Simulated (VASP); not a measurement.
# Nb (P6/mmm) in VASP: further runs, part 2 of 2

VASP 6.6.1.

### 3 Single point, r2SCAN (volume scaled by 1.08)

Contents of POSCAR:

```
Nb
1.0
    5.0049071731      0.0000000000      0.0000000000
   -2.5024535866      4.3343767555      0.0000000000
    0.0000000000      0.0000000000      2.7451257619
Nb
3
Direct
    1.0000000000      0.0000000000      1.0000000000
    0.3333333333      0.6666666667      0.5000000000
    0.6666666667      0.3333333333      0.5000000000
```

Contents of INCAR.step1:

```
SYSTEM = Nb
PREC = Accurate
ENCUT = 520
ISMEAR = -1
SIGMA = 0.1
LREAL = .FALSE.
LASPH = .TRUE.
NELM = 80
NBANDS = 26
GGA = PE
ALGO = Normal
EDIFF = 1E-4
LWAVE = .TRUE.
LCHARG = .FALSE.
```

Contents of INCAR.step2:

```
SYSTEM = Nb
PREC = Accurate
ENCUT = 520
EDIFF = 1E-6
ISMEAR = -1
SIGMA = 0.1
LREAL = .FALSE.
LASPH = .TRUE.
NELM = 80
ALGO = Normal
ISIF = 2
LWAVE = .FALSE.
LCHARG = .FALSE.
METAGGA = R2SCAN
LMIXTAU = .TRUE.
NBANDS = 26
ISTART = 1
```

Contents of KPOINTS:

```
Automatic mesh
0
G
  9 9 13
  0 0 0
```

Potentials or basis: VASP PAW PBE potentials, release 64 (Nb_sv).

Command:

```console
> cat potpaw_PBE.64/Nb_sv/POTCAR > POTCAR
> cp INCAR.step1 INCAR
> mpirun -np 1 vasp_std > vasp.out
> cp INCAR.step2 INCAR
> mpirun -np 1 vasp_std > vasp.out
```

OUTCAR:

```text
SYSTEM = Nb
   PREC = Accurate
   ENCUT = 520
   EDIFF = 1E-6
   ISMEAR = -1
   LREAL = .FALSE.
   LASPH = .TRUE.
   NELM = 80
   ISIF = 2
   METAGGA = R2SCAN
   ISTART = 1

 ion  position               nearest neighbor table
   1  0.000  0.000  0.000-
   2  0.333  0.667  0.500-   3 2.89   3 2.89   3 2.89
   3  0.667  0.333  0.500-   2 2.89   2 2.89   2 2.89

  LATTYP: Found a hexagonal cell.
 ALAT       =     5.0049071731
 C/A-ratio  =     0.5484868484

  Lattice vectors:

 A1 = (   5.0049071731,   0.0000000000,   0.0000000000)
 A2 = (  -2.5024535866,   4.3343767555,   0.0000000000)
 A3 = (   0.0000000000,   0.0000000000,   2.7451257619)

Analysis of symmetry for initial positions (statically):
=====================================================================
 Subroutine PRICEL returns:
 Original cell was already a primitive cell.

 Routine SETGRP: Setting up the symmetry group for a
 hexagonal supercell.

 Subroutine GETGRP returns: Found 24 space group operations
 (whereof 24 operations were pure point group operations)
 out of a pool of 24 trial point group operations.

The static configuration has the point symmetry D_6h.

Analysis of symmetry for dynamics (positions and initial velocities):
=====================================================================
 Subroutine PRICEL returns:
 Original cell was already a primitive cell.

 Routine SETGRP: Setting up the symmetry group for a
 hexagonal supercell.

 Subroutine GETGRP returns: Found 24 space group operations
 (whereof 24 operations were pure point group operations)
 out of a pool of 24 trial point group operations.

The dynamic configuration has the point symmetry D_6h.

 Subroutine INISYM returns: Found 24 space group operations
 (whereof 24 operations are pure point group operations),
 and found     1 'primitive' translations
[... 105 lines left out ...]
   POTIM  = 0.5000    time-step for ionic-motion
   TEBEG  =    0.0;   TEEND  =   0.0 temperature during run
   PSTRESS=    0.0 pullay stress
   NELECT =      39.0000    total number of electrons
   NUPDOWN=      -1.0000    fix difference up-down
   EMIN   =  10.00;   EMAX   =-10.00  energy-range for DOS
   EFERMI =   0.00;   METHOD = LEGACY
   ISMEAR =    -1;   SIGMA  =   0.10  broadening in eV -4-tet -1-fermi 0-gaus
   EFERMI_NEDOS =   21; number of points for ismear=-14 and -15
   IALGO  =     38    algorithm
   IMIX   =      4    mixing-type and parameters
     AMIX     =   0.40;   BMIX     =  1.00
     AMIX_MAG =   1.60;   BMIX_MAG =  1.00
  volume/ion in A,a.u.               =      19.85       133.96
  Fermi-wavevector in a.u.,A,eV,Ry     =   1.421678  2.686583 27.499683  2.021170
  Thomas-Fermi vector in A             =   2.542463
   LORBIT       =      0    0 simple, 1 ext, 2 COOP (PROOUT), +10 PAW based schemes
   METAGGA = R2SCAN    functional components
   LHFCALC =     F    Hartree Fock is set to
   AEXX    =    0.0000 exact exchange contribution
   IVDW    =     0    specifies the selected vdW correction
   LEPSILON=     F    determine dielectric tensor
   LRPA    =     F    only Hartree local field effects (RPA)
 non-spin polarized calculation
  energy-cutoff  :      520.00
  volume of cell :       59.55
 maximum number of plane-waves:      1624
 NGX is ok and might be reduce to    40
   NGX = 19   NGY = 19   NGZ = 11

 number of electron      38.9999998 magnetization

 Free energy of the ion-electron system (eV)
  ---------------------------------------------------
  ext. energy  EPLUGINS =         0.00000000
  ---------------------------------------------------
  free energy    TOTEN  =       -73.84276208 eV

  energy without entropy =      -73.73976651  energy(sigma->0) =      -73.79126429

 E-fermi :  10.0708     XC(G=0): -13.0418

 val. band max:       10.0618169732   @ k =   0.2222   0.1111   0.1538
 cond. band min:      10.0726172945   @ k =   0.2222   0.2222   0.3077
 fundamental gap:      0.0108003213
 Fermi energy:        10.0708389526

 k-point     1 :       0.0000    0.0000    0.0000
  band No.  band energies     occupation
      1     -46.5124      2.00000
      2     -46.3719      2.00000
      3     -46.3200      2.00000
      4     -22.0667      2.00000
      5     -22.0667      2.00000
      6     -21.9007      2.00000
[... 685 lines left out ...]
     25      13.4048      0.00000
     26      13.4049      0.00000

 [... further k-points ...]
[... 5 lines left out ...]
  --------------------------------------------------------------------------------------
  -------------------------------------------------------------------------------------
  Total       -3.9084658     -3.9084658     -4.8348710      0.0000000     -0.0000000      0.0000000
  in kB     -105.1554941   -105.1554941   -130.0800052      0.0000000     -0.0000000      0.0000000
  external PRESSURE =    -113.4636645 kB  Pullay stress =       0.0000000 kB

 VOLUME and BASIS-vectors are now :
 -----------------------------------------------------------------------------
  energy-cutoff  :      520.00
  volume of cell :       59.55
      direct lattice vectors                 reciprocal lattice vectors
     5.004907173  0.000000000  0.000000000     0.199803906  0.115356839  0.000000000
    -2.502453587  4.334376756  0.000000000     0.000000000  0.230713677  0.000000000
     0.000000000  0.000000000  2.745125762     0.000000000  0.000000000  0.364282035

 POSITION                                       TOTAL-FORCE (eV/Angst)
 -----------------------------------------------------------------------------------
      0.00000      0.00000      0.00000         0.000000      0.000000      0.000000
     -0.00000      2.88958      1.37256        -0.000000     -0.000000      0.000000
      2.50245      1.44479      1.37256         0.000000      0.000000      0.000000
 -----------------------------------------------------------------------------------
    total drift:                                0.000000     -0.000000      0.000000

  FREE ENERGIE OF THE ION-ELECTRON SYSTEM (eV)
  ---------------------------------------------------
  free  energy   TOTEN  =       -73.8427620817 eV

  energy  without entropy=      -73.7397665064  energy(sigma->0) =      -73.79126429
```

Run time: 9.9 min. Hardware: 1 thread of Intel Xeon 8259CL, shared host; peak memory 0.24 GiB.

Results:

| Property | Result |
| --- | --- |
| Free energy | -73.8428 eV |
| Pressure | -11.3 GPa |

Stress tensor (GPa, compression positive):
```
-10.52   0.00   0.00
  0.00 -10.52   0.00
  0.00   0.00 -13.01
```

Caveat: the PAW data sets were made with another functional, which shifts forces and pressure a little.

### 4 Single point, r2SCAN (volume scaled by 1.12)

Contents of POSCAR:

```
Nb
1.0
    5.0659486424      0.0000000000      0.0000000000
   -2.5329743212      4.3872402186      0.0000000000
    0.0000000000      0.0000000000      2.7786062050
Nb
3
Direct
    1.0000000000      0.0000000000      1.0000000000
    0.3333333333      0.6666666667      0.5000000000
    0.6666666667      0.3333333333      0.5000000000
```

Contents of INCAR.step1:

```
PREC = Accurate ; ENCUT = 520
ISMEAR = -1 ; SIGMA = 0.1
LREAL = False ; LASPH = True
NELM = 60 ; NBANDS = 26
GGA = PE ; ALGO = Normal
EDIFF = 1E-4 ; LWAVE = True
LCHARG = False
```

Contents of INCAR.step2:

```
PREC = Accurate ; ENCUT = 520
EDIFF = 1E-6 ; ISMEAR = -1
SIGMA = 0.1 ; LREAL = False
LASPH = True ; NELM = 60
ALGO = Normal ; ISIF = 2
LWAVE = False ; LCHARG = False
METAGGA = R2SCAN ; LMIXTAU = True
NBANDS = 26 ; ISTART = 1
```

Contents of KPOINTS:

```
Automatic mesh
0
Gamma
  9 9 13
```

Potentials or basis: VASP PAW PBE potentials, release 64 (Nb_sv).

Command:

```console
> cat potpaw_PBE.64/Nb_sv/POTCAR > POTCAR
> cp INCAR.step1 INCAR
> mpirun -np 1 vasp_std > vasp.out
> cp INCAR.step2 INCAR
> mpirun -np 1 vasp_std > vasp.out
```

OUTCAR:

```text
PREC = Accurate
   ENCUT = 520
   EDIFF = 1E-6
   ISMEAR = -1
   LREAL = False
   LASPH = True
   NELM = 60
   ISIF = 2
   METAGGA = R2SCAN
   ISTART = 1

 ion  position               nearest neighbor table
   1  0.000  0.000  0.000-
   2  0.333  0.667  0.500-   3 2.92   3 2.92   3 2.92
   3  0.667  0.333  0.500-   2 2.92   2 2.92   2 2.92

  LATTYP: Found a hexagonal cell.
 ALAT       =     5.0659486424
 C/A-ratio  =     0.5484868484

  Lattice vectors:

 A1 = (   5.0659486424,   0.0000000000,   0.0000000000)
 A2 = (  -2.5329743212,   4.3872402186,   0.0000000000)
 A3 = (   0.0000000000,   0.0000000000,   2.7786062050)

Analysis of symmetry for initial positions (statically):
=====================================================================
 Subroutine PRICEL returns:
 Original cell was already a primitive cell.

 Routine SETGRP: Setting up the symmetry group for a
 hexagonal supercell.

 Subroutine GETGRP returns: Found 24 space group operations
[... 155 lines left out ...]
   NGX = 19   NGY = 19   NGZ = 11

 number of electron      39.0000000 magnetization

 Free energy of the ion-electron system (eV)
  ---------------------------------------------------
  ext. energy  EPLUGINS =         0.00000000
  ---------------------------------------------------
  free energy    TOTEN  =       -73.65777424 eV

  energy without entropy =      -73.55064538  energy(sigma->0) =      -73.60420981

 E-fermi :   9.6131     XC(G=0): -12.8394

 val. band max:        9.6040702967   @ k =   0.1111   0.1111   0.4615
 cond. band min:       9.6150206510   @ k =   0.2222   0.2222   0.3077
 fundamental gap:      0.0109503543
 Fermi energy:         9.6131361598

 k-point     1 :       0.0000    0.0000    0.0000
  band No.  band energies     occupation
      1     -47.0352      2.00000
      2     -46.9210      2.00000
      3     -46.8645      2.00000
      4     -22.5536      2.00000
      5     -22.5536      2.00000
      6     -22.4145      2.00000
[... 685 lines left out ...]
     25      12.7973      0.00000
     26      12.7975      0.00000

 [... further k-points ...]
[... 5 lines left out ...]
  --------------------------------------------------------------------------------------
  -------------------------------------------------------------------------------------
  Total       -5.6224556     -5.6224556     -6.7335407      0.0000000     -0.0000000      0.0000000
  in kB     -145.8671242   -145.8671242   -174.6927469      0.0000000     -0.0000000      0.0000000
  external PRESSURE =    -155.4756651 kB  Pullay stress =       0.0000000 kB

 VOLUME and BASIS-vectors are now :
 -----------------------------------------------------------------------------
  energy-cutoff  :      520.00
  volume of cell :       61.76
      direct lattice vectors                 reciprocal lattice vectors
     5.065948642  0.000000000  0.000000000     0.197396395  0.113966862  0.000000000
    -2.532974321  4.387240219  0.000000000     0.000000000  0.227933724  0.000000000
     0.000000000  0.000000000  2.778606205     0.000000000  0.000000000  0.359892668

 POSITION                                       TOTAL-FORCE (eV/Angst)
 -----------------------------------------------------------------------------------
      0.00000      0.00000      0.00000        -0.000000      0.000000      0.000000
     -0.00000      2.92483      1.38930         0.000000      0.000000     -0.000000
      2.53297      1.46241      1.38930        -0.000000      0.000000      0.000000
 -----------------------------------------------------------------------------------
    total drift:                                0.000000     -0.000000      0.000000

  FREE ENERGIE OF THE ION-ELECTRON SYSTEM (eV)
  ---------------------------------------------------
  free  energy   TOTEN  =       -73.6577742371 eV

  energy  without entropy=      -73.5506453784  energy(sigma->0) =      -73.60420981
```

OUTCAR.step1:

```text
PREC = Accurate
   ENCUT = 520
   ISMEAR = -1
   LREAL = False
   LASPH = True
   NELM = 60
[... 920 lines left out ...]
      0.00000      0.00000      0.00000         0.000000      0.000000      0.000000
     -0.00000      2.92483      1.38930        -0.000000     -0.000000      0.000000
      2.53297      1.46241      1.38930         0.000000     -0.000000      0.000000
 -----------------------------------------------------------------------------------
    total drift:                                0.000000     -0.000000      0.000000

  FREE ENERGIE OF THE ION-ELECTRON SYSTEM (eV)
  ---------------------------------------------------
  free  energy   TOTEN  =       -29.7969814368 eV

  energy  without entropy=      -29.6793031787  energy(sigma->0) =      -29.73814231
```

OSZICAR.step1:

```text
N       E                     dE             d eps       ncg     rms          rms(c)
DAV:   1     0.483080578562E+03    0.48308E+03   -0.21624E+04  4368   0.154E+03
DAV:   2     0.518744093027E+01   -0.47789E+03   -0.47036E+03  5064   0.627E+02
DAV:   3    -0.294541011484E+02   -0.34642E+02   -0.33744E+02  8560   0.121E+02
DAV:   4    -0.312698770356E+02   -0.18158E+01   -0.17897E+01  6760   0.243E+01
DAV:   5    -0.313662247042E+02   -0.96348E-01   -0.96100E-01  7584   0.591E+00    0.105E+01
DAV:   6    -0.299452753187E+02    0.14209E+01   -0.30648E+00  6420   0.143E+01    0.351E+00
DAV:   7    -0.297946795528E+02    0.15060E+00   -0.12072E+00  8312   0.829E+00    0.193E+00
DAV:   8    -0.297919687921E+02    0.27108E-02   -0.17273E-01  7378   0.301E+00    0.150E+00
DAV:   9    -0.297976284965E+02   -0.56597E-02   -0.59355E-02  6322   0.221E+00    0.209E-01
DAV:  10    -0.297969713155E+02    0.65718E-03   -0.65051E-03  7046   0.690E-01    0.475E-02
DAV:  11    -0.297969814368E+02   -0.10121E-04   -0.36434E-04  5892   0.152E-01
   1 F= -.29796981E+02 E0= -.29738142E+02  d E =-.117678E+00
```

Run time: 13 min. Hardware: 1 thread of Intel Xeon 8259CL, shared host; peak memory 0.26 GiB.

Results:

```
Free energy : -73.6578 eV
Pressure    : -15.5 GPa
```

Caveat: the PAW data sets were made with another functional, which shifts forces and pressure a little.

### 5 Summary

```tsv
spin	cell	k mesh	smearing	gap on the mesh (eV)	pressure (GPa)
collinear, ferromagnetic start	a = 4.877, b = 4.877, c = 2.674 Å, angles 90.0, 90.0, 120.0°, 3 atoms	8 × 8 × 11	fermi-dirac 0.05 eV	none	-0.2
off	a = 5.005, b = 5.005, c = 2.745 Å, angles 90.0, 90.0, 120.0°, 3 atoms	9 × 9 × 13	fermi-dirac 0.1 eV	none	-11.3
off	a = 5.066, b = 5.066, c = 2.779 Å, angles 90.0, 90.0, 120.0°, 3 atoms	9 × 9 × 13	fermi-dirac 0.1 eV	none	-15.5
```

Alike in all rows: task single point; level r2SCAN; potentials or basis VASP PAW PBE potentials, release 64 (Nb_sv); cutoff (eV) 520.

Caveats: the PAW data sets were made with another functional, which shifts forces and pressure a little.

Absolute energies hang on the potentials; compare differences alone.
